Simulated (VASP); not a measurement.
# Mg (I4/mmm) in VASP: single point with PBEsol

Aim: the single point of Mg with PBEsol.

Everything below comes from runs of VASP 6.6.1. Logs are shortened: lines on timing, memory, paths and dates and some standing lists are left out, and cuts for length are marked.

### Step 1. The cell of the first run

The typed cell holds 1 atom: a = 3.076 Å, b = 3.076 Å, c = 3.076 Å, α = 109.51°, β = 109.51°, γ = 109.40°.

This isn't the form of Mg at room conditions, which is hcp.

### Step 2. Single point, PBEsol

INCAR

```
SYSTEM = Mg
PREC     = Accurate       ! precision mode
ENCUT    = 520            ! plane-wave cutoff, eV
EDIFF    = 1E-6           ! SCF threshold, eV
ISMEAR   = -1             ! smearing method
SIGMA    = 0.05           ! smearing width, eV
LREAL    = .False.        ! projectors in reciprocal space
LASPH    = .True.         ! aspherical terms in the spheres
NELM     = 80             ! most SCF steps
ALGO     = Normal         ! electronic algorithm
ISIF     = 2              ! what is computed and relaxed
LWAVE    = .False.        ! write WAVECAR
LCHARG   = .True.         ! write CHGCAR
GGA      = PS             ! functional
LELF     = .True.         ! ELF
LVHAR    = .True.       
NBANDS   = 7              ! bands
```

KPOINTS

```
regular mesh
0
Gamma
  11 11 11
  0 0 0
```

POSCAR

```
Mg
1.0
   -1.7753531135      1.7753531135      1.7777578392
    1.7753531135     -1.7753531135      1.7777578392
    1.7753531135      1.7753531135     -1.7777578392
Mg
1
Direct
    0.0000000000      0.0000000000      0.0000000000
```

Potentials or basis: VASP PAW PBE potentials, release 64 (Mg).

Command:

```bash
cat potpaw_PBE.64/Mg/POTCAR > POTCAR
mpirun -np 1 vasp_std > vasp.out
```

OUTCAR:

```text
SYSTEM = Mg
   PREC = Accurate
   ENCUT = 520
   EDIFF = 1E-6
   ISMEAR = -1
   LREAL = .False.
   LASPH = .True.
   NELM = 80
   ISIF = 2
   GGA = PS

 ion  position               nearest neighbor table
   1  0.000  0.000  0.000-

  LATTYP: Found a body centered tetragonal cell.
 ALAT       =     3.5507062270
 C/A-ratio  =     1.0013545056

  Lattice vectors:

 A1 = (  -1.7753531135,   1.7753531135,   1.7777578392)
 A2 = (   1.7753531135,  -1.7753531135,   1.7777578392)
 A3 = (   1.7753531135,   1.7753531135,  -1.7777578392)

Analysis of symmetry for initial positions (statically):
=====================================================================
 Subroutine PRICEL returns:
 Original cell was already a primitive cell.

 Routine SETGRP: Setting up the symmetry group for a
 body centered tetragonal supercell.

 Subroutine GETGRP returns: Found 16 space group operations
 (whereof 16 operations were pure point group operations)
 out of a pool of 16 trial point group operations.

The static configuration has the point symmetry D_4h.

Analysis of symmetry for dynamics (positions and initial velocities):
=====================================================================
 Subroutine PRICEL returns:
 Original cell was already a primitive cell.

 Routine SETGRP: Setting up the symmetry group for a
 body centered tetragonal supercell.

 Subroutine GETGRP returns: Found 16 space group operations
 (whereof 16 operations were pure point group operations)
 out of a pool of 16 trial point group operations.

The dynamic configuration has the point symmetry D_4h.

 Subroutine INISYM returns: Found 16 space group operations
 (whereof 16 operations are pure point group operations),
 and found     1 'primitive' translations

----------------------------------------------------------------------------------------

                                     Primitive cell

  volume of cell :      22.4131

  direct lattice vectors                    reciprocal lattice vectors
    -1.775353114  1.775353114  1.777757839     0.000000000  0.281634113  0.281253154
     1.775353114 -1.775353114  1.777757839     0.281634113  0.000000000  0.281253154
     1.775353114  1.775353114 -1.777757839     0.281634113  0.281634113  0.000000000

  length of vectors
     3.076390790  3.076390790  3.076390790     0.398021495  0.398021495  0.398290783

  position of ions in fractional coordinates (direct lattice)
     0.000000000  0.000000000  0.000000000

  ion indices of the primitive-cell ions
   primitive index   ion index
[... 73 lines left out ...]
   EDIFF  = 0.1E-05   stopping-criterion for ELM
   LREAL  =      F    real-space projection
   EDIFFG = 0.1E-04   stopping-criterion for IOM
   NSW    =      0    number of steps for IOM
   IBRION =     -1    ionic relax: 0-MD 1-quasi-New 2-CG
   NFREE  =      0    steps in history (QN), initial steepest desc. (CG)
   ISIF   =      2    stress and relaxation
   ISYM   =      2    0-nonsym 1-usesym 2-fastsym
   POTIM  = 0.5000    time-step for ionic-motion
   TEBEG  =    0.0;   TEEND  =   0.0 temperature during run
   PSTRESS=    0.0 pullay stress
   NELECT =       2.0000    total number of electrons
   NUPDOWN=      -1.0000    fix difference up-down
   EMIN   =  10.00;   EMAX   =-10.00  energy-range for DOS
   EFERMI =   0.00;   METHOD = LEGACY
   ISMEAR =    -1;   SIGMA  =   0.05  broadening in eV -4-tet -1-fermi 0-gaus
   EFERMI_NEDOS =   21; number of points for ismear=-14 and -15
   IALGO  =     38    algorithm
   IMIX   =      4    mixing-type and parameters
     AMIX     =   0.40;   BMIX     =  1.00
     AMIX_MAG =   1.60;   BMIX_MAG =  1.00
  volume/ion in A,a.u.               =      22.41       151.25
  Fermi-wavevector in a.u.,A,eV,Ry     =   0.731561  1.382451  7.281595  0.535182
  Thomas-Fermi vector in A             =   1.823809
   LORBIT       =      0    0 simple, 1 ext, 2 COOP (PROOUT), +10 PAW based schemes
   GGA     = PS    functional components
   LHFCALC =     F    Hartree Fock is set to
   AEXX    =    0.0000 exact exchange contribution
   IVDW    =     0    specifies the selected vdW correction
   LEPSILON=     F    determine dielectric tensor
   LRPA    =     F    only Hartree local field effects (RPA)
 non-spin polarized calculation
  energy-cutoff  :      520.00
  volume of cell :       22.41
 maximum number of plane-waves:       621
   NGX = 11   NGY = 11   NGZ = 11

 number of electron       2.0000000 magnetization

 Free energy of the ion-electron system (eV)
  ---------------------------------------------------
  ext. energy  EPLUGINS =         0.00000000
  ---------------------------------------------------
  free energy    TOTEN  =        -1.70111945 eV

  energy without entropy =       -1.69860927  energy(sigma->0) =       -1.69986436

 E-fermi :   2.7369     XC(G=0):  -8.6124

 val. band max:        2.7067753636   @ k =   0.3636   0.3636   0.0909
 cond. band min:       2.8188047274   @ k =  -0.0909   0.4545   0.0909
 fundamental gap:      0.1120293638
 Fermi energy:         2.7369131717

 k-point     1 :       0.0000    0.0000    0.0000
  band No.  band energies     occupation
      1      -4.3119      2.00000
      2      15.8834      0.00000
      3      15.8834      0.00000
      4      15.9105      0.00000
      5      17.9269      0.00000
      6      17.9577      0.00000
      7      18.1503      0.00000
[... 221 lines left out ...]
 k-point    24 :      -0.1818    0.1818    0.0000
  band No.  band energies     occupation
      1      -3.5233      2.00000
      2      10.7195      0.00000
      3      13.6841      0.00000
      4      14.0097      0.00000
      5      15.1641      0.00000
      6      16.1986      0.00000
      7      18.9834      0.00000

 [... further k-points ...]

------------------------ aborting loop because EDIFF is reached ----------------------------------------

  FORCE on cell =-STRESS in cart. coord.  units (eV):
  Direction    XX          YY          ZZ          XY          YZ          ZX
  --------------------------------------------------------------------------------------
  -------------------------------------------------------------------------------------
  Total       -0.0065053     -0.0065053     -0.0091025      0.0000000      0.0000000      0.0000000
  in kB       -0.4650232     -0.4650232     -0.6506842      0.0000000      0.0000000      0.0000000
  external PRESSURE =      -0.5269102 kB  Pullay stress =       0.0000000 kB

 VOLUME and BASIS-vectors are now :
 -----------------------------------------------------------------------------
  energy-cutoff  :      520.00
  volume of cell :       22.41
      direct lattice vectors                 reciprocal lattice vectors
    -1.775353114  1.775353114  1.777757839     0.000000000  0.281634113  0.281253154
     1.775353114 -1.775353114  1.777757839     0.281634113  0.000000000  0.281253154
     1.775353114  1.775353114 -1.777757839     0.281634113  0.281634113  0.000000000

 POSITION                                       TOTAL-FORCE (eV/Angst)
 -----------------------------------------------------------------------------------
      0.00000      0.00000      0.00000         0.000000      0.000000      0.000000
 -----------------------------------------------------------------------------------
    total drift:                                0.000000     -0.000000      0.000000

  FREE ENERGIE OF THE ION-ELECTRON SYSTEM (eV)
  ---------------------------------------------------
  free  energy   TOTEN  =        -1.7011194484 eV

  energy  without entropy=       -1.6986092695  energy(sigma->0) =       -1.69986436
```

OSZICAR:

```text
N       E                     dE             d eps       ncg     rms          rms(c)
DAV:   1    -0.109937857946E+01   -0.10994E+01   -0.77436E+02  1911   0.193E+02
DAV:   2    -0.171065155407E+01   -0.61127E+00   -0.58987E+00  2324   0.106E+01
DAV:   3    -0.171287830246E+01   -0.22267E-02   -0.22255E-02  2303   0.725E-01
DAV:   4    -0.171288068609E+01   -0.23836E-05   -0.23840E-05  2401   0.192E-02
DAV:   5    -0.171288069283E+01   -0.67330E-08   -0.62917E-08  2324   0.663E-04    0.687E-01
DAV:   6    -0.170662422623E+01    0.62565E-02   -0.34006E-04  2037   0.104E-01    0.437E-01
DAV:   7    -0.170111482511E+01    0.55094E-02   -0.14919E-03  1869   0.191E-01    0.230E-02
DAV:   8    -0.170111937458E+01   -0.45495E-05   -0.11686E-05  2653   0.199E-02    0.537E-03
DAV:   9    -0.170111944839E+01   -0.73813E-07   -0.55144E-07  1883   0.285E-03
   1 F= -.17011194E+01 E0= -.16998644E+01  d E =-.251018E-02
```

Wall time 14 s (1 thread of Intel Xeon 8259CL, shared host); peak memory 0.15 GiB.

Results:

```yaml
Free_energy: -1.7011 eV
Pressure: -0.1 GPa
Band_gap_on_the_k_mesh: zero (bands 1 and 2 overlap by 3.05 eV)
```

Levels at points of the mesh, in eV from the Fermi level:
```
           k point  band 1  band 2  band 3  band 4  band 5  band 6
(0.00, 0.00, 0.00)   -7.05   13.15   13.15   13.17   15.19   15.22
```

Caveat: the PAW data sets were made with another functional, which shifts forces and pressure a little.
